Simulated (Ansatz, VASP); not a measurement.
## Two plane-wave programs on Al

INCAR

```
SYSTEM = Al
PREC = Accurate ; ENCUT = 520
EDIFF = 1E-6 ; ISMEAR = 0
SIGMA = 0.15 ; LREAL = .False.
LASPH = .True. ; NELM = 80
ALGO = Fast ; ISIF = 2
LWAVE = .False. ; LCHARG = .False.
GGA = PS ; NBANDS = 22
```

KPOINTS

```
regular mesh
0
Gamma
  10 10 10
  0 0 0
```

File POSCAR:

```
Al
1.0
    3.2126361663      3.2126361663      3.2126361663
   -3.2126361663     -3.2126361663      3.2126361663
    3.2126361663     -3.2126361663     -3.2126361663
Al
8
Direct
   -0.1456747592      0.6456747592      0.5000000000
    0.0000000000      0.0000000000      0.5000000000
    0.0000000000      0.5000000000      0.0000000000
    0.0000000000      0.0000000000      0.0000000000
    0.5000000000      0.5000000000      0.5000000000
    0.5000000000      0.0000000000      0.5000000000
    0.5000000000      0.5000000000      0.0000000000
    0.5000000000      0.0000000000      0.0000000000
```

Input for Ansatz:

```yaml
crystal:
  lattice:
    - [3.2126361663, 3.2126361663, 3.2126361663]
    - [-3.2126361663, -3.2126361663, 3.2126361663]
    - [3.2126361663, -3.2126361663, -3.2126361663]
  atoms:
    - { symbol: Al, position: [-0.1456747592, 0.6456747592, 0.5] }
    - { symbol: Al, position: [0.0, 0.0, 0.5] }
    - { symbol: Al, position: [0.0, 0.5, 0.0] }
    - { symbol: Al, position: [0.0, 0.0, 0.0] }
    - { symbol: Al, position: [0.5, 0.5, 0.5] }
    - { symbol: Al, position: [0.5, 0.0, 0.5] }
    - { symbol: Al, position: [0.5, 0.5, 0.0] }
    - { symbol: Al, position: [0.5, 0.0, 0.0] }
basis:
  ecutwfc: 420
kpoints:
  mp_grid: { grid: [10, 10, 10] }
hamiltonian:
  xc: pbesol
  pseudopotentials: { kind: paw, azcp: { folder: soft_1 } }
scf:
  occupations: { method: gaussian, width: 0.15 }
output:
  forces: true
  stress: true
  eigenvalues: true
```

Alike in both runs: task single point; functional PBEsol; k mesh 10 × 10 × 10; occupations gaussian, width 0.15 eV; no spin polarisation.

|  | VASP | Ansatz |
| --- | --- | --- |
| version | VASP 6.6.1 | Ansatz 0.2.0 |
| potentials or method | VASP PAW PBE potentials, release 64 (Al), cutoff 520 eV | scalar-relativistic, plane waves, PAW |
| valence electrons in the cell | 24 | 24 |

Ansatz gave:

```
gap on the k mesh at the Fermi level (eV)                     : none
pressure (GPa)                                                : 18.6
traceless stress, the component that is largest in VASP (GPa) : 20.81
rms of the force components (eV/Å)                            : 4.587
```

Problem. What did VASP give for the same quantities?

Solution. gap on the k mesh at the Fermi level (eV): none; pressure (GPa): 18.7; traceless stress, the component that is largest in VASP (GPa): 20.84; rms of the force components (eV/Å): 4.602.

VASP's potentials were made for PBE, not for PBEsol, and Ansatz warns of the same on its side. Atom by atom the forces differ by 0.015 eV/Å (rms over components). A gap of «none» marks a metal or a gap that the smearing closes. With one functional, cell and mesh, what is left measures potentials, basis and numerics.
